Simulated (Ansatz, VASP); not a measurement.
Ru: VASP beside Ansatz

Contents of INCAR:

```
SYSTEM = Ru
ALGO     = Normal         ! electronic algorithm
EDIFF    = 1E-6           ! SCF threshold, eV
ENCUT    = 520            ! plane-wave cutoff, eV
GGA      = CA             ! functional
ISIF     = 2              ! what is computed and relaxed
ISMEAR   = -1             ! smearing method
LASPH    = .True.         ! aspherical terms in the spheres
LCHARG   = .True.         ! write CHGCAR
LELF     = .True.         ! ELF
LREAL    = .False.        ! projectors in reciprocal space
LVHAR    = .True.       
LWAVE    = .False.        ! write WAVECAR
NBANDS   = 21             ! bands
NELM     = 80             ! most SCF steps
PREC     = Accurate       ! precision mode
SIGMA    = 0.1            ! smearing width, eV
```

Contents of KPOINTS:

```
k-points
0
Gamma
  14 14 8
  0 0 0
```

POSCAR

```
Ru
1.0
    2.6775346364      0.0000000000      0.0000000000
   -1.3387673182      2.3188130146      0.0000000000
    0.0000000000      0.0000000000      4.2181251212
Ru
2
Direct
    0.3333333333      0.6666666667      0.2500000000
    0.6666666667      0.3333333333      0.7500000000
```

Input for Ansatz:

```yaml
crystal:
  lattice:
    - [2.6775346364, 0.0, 0.0]
    - [-1.3387673182, 2.3188130146, 0.0]
    - [0.0, 0.0, 4.2181251212]
  atoms:
    - { symbol: Ru, position: [0.3333333333, 0.6666666667, 0.25] }
    - { symbol: Ru, position: [0.6666666667, 0.3333333333, 0.75] }
hamiltonian:
  xc: lda
  pseudopotentials:
    kind: paw
    azcp:
      Ru: "pseudopotentials/Ru.paw.azcp"
basis:
  ecutwfc: 420
  fft_grid_basis: typed
kpoints:
  mp_grid: { grid: [14, 14, 8], shift: [0, 0, 0] }
magnetization:
  spin_polarized: false
scf:
  occupations: { method: fermi_dirac, width: 0.1 }
  lower_state_search: "off"
output:
  stress: true
  write_density: true
  write_potential: true
  elf: true
  volumetric_format: npy
```

Alike in both runs: task single point; functional LDA; k mesh 14 × 14 × 8; occupations fermi-dirac, width 0.1 eV; no spin polarisation.

```csv
,VASP,Ansatz
version,VASP 6.6.1,Ansatz 0.2.0
potentials or method,"VASP PAW LDA potentials, release 64 (Ru_pv), cutoff 520 eV","plane waves (420 eV) with PAW, scalar-relativistic"
valence electrons in the cell,28,32
```

```tsv
	VASP	Ansatz	Ansatz less VASP
pressure (GPa)	1.1	0.1	-1.02
traceless stress, the component that is largest in VASP (GPa)	0.68	0.61	-0.071
```

Ansatz warns that its potentials were made for another functional, while VASP's fit it. LDA's correlation is that of Perdew and Zunger in VASP and of Perdew and Wang (1992) in Ansatz. VASP's potentials hold 28 valence electrons a cell and Ansatz's 32, so a difference there can come from the potentials and not from the codes.
